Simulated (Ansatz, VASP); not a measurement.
## Two plane-wave programs on Ge2Sb2O

```
CELL_PARAMETERS angstrom
4.19825 0.00000 0.00000
-2.09912 3.63579 0.00000
0.00000 0.00000 9.29736
ATOMIC_POSITIONS crystal
Ge 0.00000 0.00000 0.19197
Ge 0.00000 0.00000 0.80803
Sb 0.66667 0.33333 0.67965
Sb 0.33333 0.66667 0.32035
O 0.00000 0.00000 0.00000
```

Alike in both runs: functional PBE; k mesh 12 × 12 × 4; occupations gaussian, width 0.01 eV; no spin polarisation.

Ansatz relaxed the structure, and its values are those at the end. VASP's run is a single point on that final structure, the one shown.

```csv
,VASP,Ansatz
version,VASP 6.6.1,Ansatz 0.2.0
potentials or method,"VASP PAW PBE potentials, release 64 (Ge_d, Sb, O), cutoff 520 eV","scalar-relativistic, plane waves, PAW"
valence electrons in the cell,44,64
```

```tsv
	VASP	Ansatz	Ansatz less VASP
gap on the k mesh at the Fermi level (eV)	0.23	0.23	0.000
least direct gap on the mesh (eV)	0.31	0.33	+0.019
pressure (GPa)	0.0	0.0	+0.03
rms of the force components (eV/Å)	0.021	0.000	-0.0208
```

VASP's potentials hold 44 valence electrons a cell and Ansatz's 64, so a difference there can come from the potentials and not from the codes.

Spin-orbit coupling is off throughout.
